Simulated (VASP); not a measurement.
# TiI (Pmma) in VASP: single point with PBE

Aim: the single point of TiI with PBE.

All numbers are computed with VASP 6.6.1; they aren't measurements. Logs are shortened: lines on timing, memory, paths and dates and some standing lists are left out, and cuts for length are marked.

## (1) The cell of the first run

Symmetry: Pmma, No. 51, orthorhombic system. Conventional cell: a = 4.564 Å, b = 3.543 Å, c = 6.293 Å, α = 90.00°, β = 90.00°, γ = 90.00°. Within 3.6 Å of Ti (site symmetry mm2) lie 4 Ti at 2.75 to 3.54 Å and 6 I at 2.88 to 2.98 Å. Within 3.8 Å of I (site symmetry mm2) lie 6 Ti at 2.88 to 2.98 Å and 4 I at 3.54 to 3.78 Å.

## (2) Single point, PBE

File INCAR:

```
PREC = Accurate
ENCUT = 520
EDIFF = 1E-6
ISMEAR = 0
SIGMA = 0.1
LREAL = F
LASPH = T
NELM = 60
ALGO = Normal
ISIF = 2
LWAVE = F
LCHARG = T
GGA = PE
LELF = T
LVHAR = T
NBANDS = 27
```

File KPOINTS:

```
Automatic mesh
0
Gamma
  10 14 8
```

File POSCAR:

```
TiI
1.0
    4.5640239323      0.0000000000      0.0000000000
    0.0000000000      3.5430543458      0.0000000000
    0.0000000000      0.0000000000      6.2927688926
Ti I
2 2
Direct
    0.7500000000      0.0000000000      0.6225635166
    0.2500000000      0.0000000000      0.3774364834
    0.7500000000      0.5000000000      0.2607567025
    0.2500000000      0.5000000000      0.7392432975
```

Potentials or basis: VASP PAW PBE potentials, release 64 (Ti_sv, I).

On the command line:

```sh
> cat potpaw_PBE.64/Ti_sv/POTCAR potpaw_PBE.64/I/POTCAR > POTCAR
> mpirun -np 1 vasp_std > vasp.out
```

OUTCAR:

```text
PREC = Accurate
   ENCUT = 520
   EDIFF = 1E-6
   ISMEAR = 0
   LREAL = F
   LASPH = T
   NELM = 60
   ISIF = 2
   GGA = PE

 ion  position               nearest neighbor table
   1  0.750  0.000  0.623-   2 2.75   2 2.75   3 2.88   3 2.88   4 2.98   4 2.98   4 2.98   4 2.98

   2  0.250  0.000  0.377-   1 2.75   1 2.75   4 2.88   4 2.88   3 2.98   3 2.98   3 2.98   3 2.98

   3  0.750  0.500  0.261-   1 2.88   1 2.88   2 2.98   2 2.98   2 2.98   2 2.98
   4  0.250  0.500  0.739-   2 2.88   2 2.88   1 2.98   1 2.98   1 2.98   1 2.98

  LATTYP: Found a simple orthorhombic cell.
 ALAT       =     3.5430543458
 B/A-ratio  =     1.2881608598
 C/A-ratio  =     1.7760859074

  Lattice vectors:

 A1 = (   0.0000000000,  -3.5430543458,   0.0000000000)
 A2 = (   4.5640239323,   0.0000000000,   0.0000000000)
 A3 = (   0.0000000000,   0.0000000000,   6.2927688926)

Analysis of symmetry for initial positions (statically):
=====================================================================
 Subroutine PRICEL returns:
 Original cell was already a primitive cell.

 Routine SETGRP: Setting up the symmetry group for a
 simple orthorhombic supercell.

 Subroutine GETGRP returns: Found  8 space group operations
 (whereof  4 operations were pure point group operations)
 out of a pool of  8 trial point group operations.

The static configuration has the point symmetry C_2h.
 The point group associated with its full space group is D_2h.

Analysis of symmetry for dynamics (positions and initial velocities):
=====================================================================
 Subroutine PRICEL returns:
 Original cell was already a primitive cell.

 Routine SETGRP: Setting up the symmetry group for a
 simple orthorhombic supercell.

 Subroutine GETGRP returns: Found  8 space group operations
 (whereof  4 operations were pure point group operations)
 out of a pool of  8 trial point group operations.

The dynamic configuration has the point symmetry C_2h.
 The point group associated with its full space group is D_2h.

 Subroutine INISYM returns: Found  8 space group operations
 (whereof  4 operations are pure point group operations),
 and found     1 'primitive' translations

----------------------------------------------------------------------------------------

                                     Primitive cell
[... 93 lines left out ...]
   ENCUT  =  520.0 eV  38.22 Ry    6.18 a.u.   8.49  6.59 11.70*2*pi/ulx,y,z
   NELM   =     60;   NELMIN=  2; NELMDL= -5     # of ELM steps
   EDIFF  = 0.1E-05   stopping-criterion for ELM
   LREAL  =      F    real-space projection
   EDIFFG = 0.1E-04   stopping-criterion for IOM
   NSW    =      0    number of steps for IOM
   IBRION =     -1    ionic relax: 0-MD 1-quasi-New 2-CG
   NFREE  =      0    steps in history (QN), initial steepest desc. (CG)
   ISIF   =      2    stress and relaxation
   ISYM   =      2    0-nonsym 1-usesym 2-fastsym
   POTIM  = 0.5000    time-step for ionic-motion
   TEBEG  =    0.0;   TEEND  =   0.0 temperature during run
   PSTRESS=    0.0 pullay stress
   NELECT =      38.0000    total number of electrons
   NUPDOWN=      -1.0000    fix difference up-down
   EMIN   =  10.00;   EMAX   =-10.00  energy-range for DOS
   EFERMI =   0.00;   METHOD = LEGACY
   ISMEAR =     0;   SIGMA  =   0.10  broadening in eV -4-tet -1-fermi 0-gaus
   EFERMI_NEDOS =   21; number of points for ismear=-14 and -15
   IALGO  =     38    algorithm
   IMIX   =      4    mixing-type and parameters
     AMIX     =   0.40;   BMIX     =  1.00
     AMIX_MAG =   1.60;   BMIX_MAG =  1.00
  volume/ion in A,a.u.               =      25.44       171.67
  Fermi-wavevector in a.u.,A,eV,Ry     =   1.178909  2.227815 18.909729  1.389826
  Thomas-Fermi vector in A             =   2.315229
   LORBIT       =      0    0 simple, 1 ext, 2 COOP (PROOUT), +10 PAW based schemes
   GGA     = PE    functional components
   LHFCALC =     F    Hartree Fock is set to
   AEXX    =    0.0000 exact exchange contribution
   IVDW    =     0    specifies the selected vdW correction
   LEPSILON=     F    determine dielectric tensor
   LRPA    =     F    only Hartree local field effects (RPA)
 non-spin polarized calculation
 Gauss-broadening in eV      SIGMA  =   0.10
  energy-cutoff  :      520.00
  volume of cell :      101.76
 maximum number of plane-waves:      2767
 NGX is ok and might be reduce to    36
   NGX = 17   NGY = 13   NGZ = 23

 number of electron      38.0000008 magnetization

 Free energy of the ion-electron system (eV)
  ---------------------------------------------------
  ext. energy  EPLUGINS =         0.00000000
  ---------------------------------------------------
  free energy    TOTEN  =       -18.12003365 eV

  energy without entropy =      -18.09759041  energy(sigma->0) =      -18.10881203

 E-fermi :   8.2731     XC(G=0):  -9.9046

 val. band max:        8.2725753022   @ k =   0.1000   0.2857   0.1250
 cond. band min:       8.2755771662   @ k =   0.0000   0.5000   0.3750
 fundamental gap:      0.0030018640
 Fermi energy:         8.2730888752

 k-point     1 :       0.0000    0.0000    0.0000
  band No.  band energies     occupation
      1     -48.8841      2.00000
      2     -48.8069      2.00000
      3     -25.3036      2.00000
      4     -25.2847      2.00000
      5     -25.2161      2.00000
      6     -25.1929      2.00000
[... 709 lines left out ...]
     26      10.1221      0.00000
     27      12.0326      0.00000

 [... further k-points ...]

------------------------ aborting loop because EDIFF is reached ----------------------------------------

  FORCE on cell =-STRESS in cart. coord.  units (eV):
  Direction    XX          YY          ZZ          XY          YZ          ZX
  --------------------------------------------------------------------------------------
  -------------------------------------------------------------------------------------
  Total       -0.0267797     -0.0475234     -0.0202849      0.0000000      0.0000000      0.0000000
  in kB       -0.4216473     -0.7482573     -0.3193868      0.0000000      0.0000000      0.0000000
  external PRESSURE =      -0.4964305 kB  Pullay stress =       0.0000000 kB

 VOLUME and BASIS-vectors are now :
 -----------------------------------------------------------------------------
  energy-cutoff  :      520.00
  volume of cell :      101.76
      direct lattice vectors                 reciprocal lattice vectors
     4.564023932  0.000000000  0.000000000     0.219104898  0.000000000  0.000000000
     0.000000000  3.543054346  0.000000000     0.000000000  0.282242354  0.000000000
     0.000000000  0.000000000  6.292768893     0.000000000  0.000000000  0.158912558

 POSITION                                       TOTAL-FORCE (eV/Angst)
 -----------------------------------------------------------------------------------
      3.42302      0.00000      3.91765        -0.000000     -0.000000      0.009307
      1.14101      0.00000      2.37512         0.000000     -0.000000     -0.009307
      3.42302      1.77153      1.64088        -0.000000     -0.000000      0.003744
      1.14101      1.77153      4.65189        -0.000000      0.000000     -0.003744
 -----------------------------------------------------------------------------------
    total drift:                                0.000000      0.000000      0.000000

  FREE ENERGIE OF THE ION-ELECTRON SYSTEM (eV)
  ---------------------------------------------------
  free  energy   TOTEN  =       -18.1200336463 eV

  energy  without entropy=      -18.0975904095  energy(sigma->0) =      -18.10881203
```

OSZICAR:

```text
N       E                     dE             d eps       ncg     rms          rms(c)
DAV:   1     0.420819302841E+03    0.42082E+03   -0.18490E+04 13080   0.144E+03
DAV:   2     0.324961559799E+02   -0.38832E+03   -0.37881E+03 13264   0.423E+02
DAV:   3    -0.143108567610E+02   -0.46807E+02   -0.45879E+02 21670   0.128E+02
DAV:   4    -0.191039959952E+02   -0.47931E+01   -0.47457E+01 20255   0.348E+01
DAV:   5    -0.194019170743E+02   -0.29792E+00   -0.29765E+00 18497   0.709E+00    0.129E+01
DAV:   6    -0.182409870027E+02    0.11609E+01   -0.50847E+00 17946   0.173E+01    0.485E+00
DAV:   7    -0.181294231645E+02    0.11156E+00   -0.10374E+00 17285   0.544E+00    0.242E+00
DAV:   8    -0.181176178775E+02    0.11805E-01   -0.17615E-01 16539   0.312E+00    0.132E+00
DAV:   9    -0.181192932395E+02   -0.16754E-02   -0.12455E-02 20329   0.847E-01    0.697E-01
DAV:  10    -0.181199879154E+02   -0.69468E-03   -0.35052E-03 18193   0.482E-01    0.132E-01
DAV:  11    -0.181200323007E+02   -0.44385E-04   -0.37784E-04 16928   0.141E-01    0.439E-02
DAV:  12    -0.181200326799E+02   -0.37919E-06   -0.22782E-05 17894   0.305E-02    0.247E-02
DAV:  13    -0.181200342170E+02   -0.15371E-05   -0.73046E-06 16298   0.181E-02    0.142E-02
DAV:  14    -0.181200336463E+02    0.57072E-06   -0.61729E-07  8820   0.563E-03
   1 F= -.18120034E+02 E0= -.18108812E+02  d E =-.224432E-01
```

stdout:

```text
POSCAR found type information on POSCAR TiI
 POSCAR found :  2 types and       4 ions
 scaLAPACK will be used
 LDA part: xc-table for (Slater+PW92), standard interpolation
 POSCAR, INCAR and KPOINTS ok, starting setup
 FFT: planning ... GRIDC
 FFT: planning ... GRID_SOFT
 FFT: planning ... GRID
 WAVECAR not read
 entering main loop
```

It took 8.4 min on 1 thread of Intel Xeon Platinum 8488C (Sapphire Rapids), shared host; peak memory 0.63 GiB.

Results:

| Quantity | Value |
| --- | --- |
| Free energy | -18.1200 eV |
| Pressure | 0.0 GPa |
| Largest force | 0.009 eV/Å |
| Band gap on the k mesh | zero (bands 19 and 20 overlap by 1.63 eV) |

Forces in eV/Å, atoms in the order of the input:
```
Ti   0.000  0.000  0.009
Ti   0.000  0.000 -0.009
I    0.000  0.000  0.004
I    0.000  0.000 -0.004
```

Caveat: spin-orbit coupling is left out, which moves the levels of the heavy elements; this functional lacks dispersion, which binds layers or chains, so the pressure and a relaxed spacing across them are unreliable; semilocal functionals often make such compounds metallic where correlation or magnetic order opens a gap, which also shifts bond lengths.
